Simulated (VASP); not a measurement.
Wanted: the native input for a VASP 6.6.1 run.

| Property | Result |
| --- | --- |
| Task | single point |
| Functional | PBE |
| Potentials or basis | VASP PAW PBE potentials, release 64 (Gd) |
| Cutoff | 520 eV |
| k mesh | 13 × 13 × 13 |
| Occupations | fermi-dirac, width 0.08 eV |
| Spin | collinear spin, ferromagnetic start |
| Starting moments | [7.0] μB |
| Dipole correction | no |
| Further INCAR settings | ALGO = Normal; EDIFF = 1e-06; NBANDS = 19 |

The structure of Gd lies in POSCAR:

```
Gd
1.0
    2.8777092989      0.0000000000      0.0000000000
    0.0000000000      2.8777092989      0.0000000000
    0.0000000000      0.0000000000      2.8777092989
Gd
1
Direct
    0.0000000000      0.0000000000      0.0000000000
```

This isn't the form of Gd at room conditions, which is hcp.

One way to write it, as run:

INCAR

```
SYSTEM = Gd
ALGO     = Normal         ! electronic algorithm
EDIFF    = 1E-6           ! SCF threshold, eV
ENCUT    = 520            ! plane-wave cutoff, eV
GGA      = PE             ! functional
ISIF     = 2              ! what is computed and relaxed
ISMEAR   = -1             ! smearing method
ISPIN    = 2              ! spin polarisation
LASPH    = .TRUE.         ! aspherical terms in the spheres
LCHARG   = .TRUE.         ! write CHGCAR
LELF     = .TRUE.         ! ELF
LMAXMIX  = 6              ! l up to which the mixer works
LORBIT   = 11             ! projections on sites
LREAL    = .FALSE.        ! projectors in reciprocal space
LVHAR    = .TRUE.       
LWAVE    = .FALSE.        ! write WAVECAR
MAGMOM   = 7              ! initial moments
NBANDS   = 19             ! bands
NELM     = 150            ! most SCF steps
PREC     = Accurate       ! precision mode
SIGMA    = 0.08           ! smearing width, eV
```

KPOINTS

```
k-points
0
G
  13 13 13
  0 0 0
```

Potentials or basis: VASP PAW PBE potentials, release 64 (Gd).

Run with:

```bash
$ cat potpaw_PBE.64/Gd/POTCAR > POTCAR
$ mpirun -np 1 vasp_std > vasp.out
```

Results of the run:

* Pressure: 18.6 GPa
* Net moment: 7.46 μB per cell
* Site moments: Gd +7.00 μB
* Valence electrons inside the program's atomic spheres: Gd 15.52

Caveat: the cell stands under pressure.

It took 86 s on 1 thread of AMD EPYC 9R45 96-Core Processor (Zen 5), with other jobs on the host, peak memory 0.18 GiB.
